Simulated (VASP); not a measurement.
Input of a VASP 6.6.1 run:

The input INCAR:

```
SYSTEM = Ag
ALGO = Fast
EDIFF = 1E-8
ENCUT = 600
GGA = CA
IBRION = 6
ISIF = 3
ISMEAR = -1
LASPH = .TRUE.
LCHARG = .FALSE.
LREAL = .FALSE.
LWAVE = .FALSE.
NBANDS = 12
NELM = 60
NFREE = 2
NSW = 1
POTIM = 0.015
PREC = Accurate
SIGMA = 0.05
```

File KPOINTS:

```
k-points
0
G
  8 8 8
  0 0 0
```

File POSCAR:

```
Ag
1.0
   -1.6556540000      1.6556540000      1.6556540000
    1.6556540000     -1.6556540000      1.6556540000
    1.6556540000      1.6556540000     -1.6556540000
Ag
1
Direct
    0.0000000000      0.0000000000      0.0000000000
```

Potentials or basis: VASP PAW LDA potentials, release 64 (Ag).

Run with:

```bash
$ cat potpaw_LDA.64/Ag/POTCAR > POTCAR
$ mpirun -np 1 vasp_std > vasp.out
```

Task: Estimate the elastic constants C11, C12, C44.

Result: 24, 96, -41 GPa.

Task: Predict the Voigt bulk modulus.

Result: 72 GPa.

Elastic tensor in Voigt notation (GPa, in the Cartesian axes of the cell as first typed):
```
 24  96  96   0   0   0
 96  24  96   0   0   0
 96  96  24   0   0   0
  0   0   0 -41   0   0
  0   0   0   0 -41   0
  0   0   0   0   0 -41
```

Caveat: the cell is under stress, which shifts elastic constants; the elastic tensor has a negative eigenvalue, so either the cell is unstable as it stands or the mesh is too thin.
